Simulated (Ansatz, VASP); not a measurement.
## GaP in VASP and in Ansatz

INCAR

```
ALGO = Normal
EDIFF = 1E-6
ENCUT = 520
GGA = PE
ISIF = 2
ISMEAR = 0
LASPH = T
LCHARG = F
LREAL = F
LWAVE = F
NBANDS = 16
NELM = 100
PREC = Accurate
SIGMA = 0.05
```

File KPOINTS:

```
k-points
0
Gamma
  8 8 8
```

POSCAR

```
GaP
1.0
    0.0000000000      2.9432700000      2.7252500000
    2.9432700000      0.0000000000      2.7252500000
    2.9432700000      2.9432700000      0.0000000000
Ga P
1 1
Direct
    0.0000000000      0.0000000000      0.0000000000
    0.7500000000      0.7500000000      0.7500000000
```

Input for Ansatz:

```yaml
crystal:
  lattice:
    - [0.0, 2.94327, 2.72525]
    - [2.94327, 0.0, 2.72525]
    - [2.94327, 2.94327, 0.0]
  atoms:
    - { symbol: Ga, position: [0.0, 0.0, 0.0] }
    - { symbol: P, position: [0.75, 0.75, 0.75] }
basis:
  ecutwfc: 420
kpoints:
  mp_grid: { grid: [8, 8, 8] }
hamiltonian:
  xc: pbe
scf:
  occupations: { method: gaussian, width: 0.05 }
output:
  forces: true
  stress: true
  eigenvalues: true
```

Change from the starting cell: strain +0.080 along x and y, +0.000 along z, atoms carried along.

Alike in both runs: task single point; functional PBE; k mesh 8 × 8 × 8; occupations gaussian, width 0.05 eV; no spin polarisation.

|  | VASP | Ansatz |
| --- | --- | --- |
| version | VASP 6.6.1 | Ansatz 0.2.0 |
| potentials or method | VASP PAW PBE potentials, release 64 (Ga_d, P), cutoff 520 eV | scalar-relativistic, plane waves, PAW |
| valence electrons in the cell | 18 | 18 |

|  | VASP | Ansatz | Ansatz less VASP |
| --- | --- | --- | --- |
| gap on the k mesh at the Fermi level (eV) | 0.34 | 0.34 | +0.004 |
| least direct gap on the mesh (eV) | 0.34 | 0.34 | +0.004 |
| pressure (GPa) | -7.2 | -7.2 | +0.02 |
| traceless stress, the component that is largest in VASP (GPa) | 3.11 | 3.11 | 0.000 |
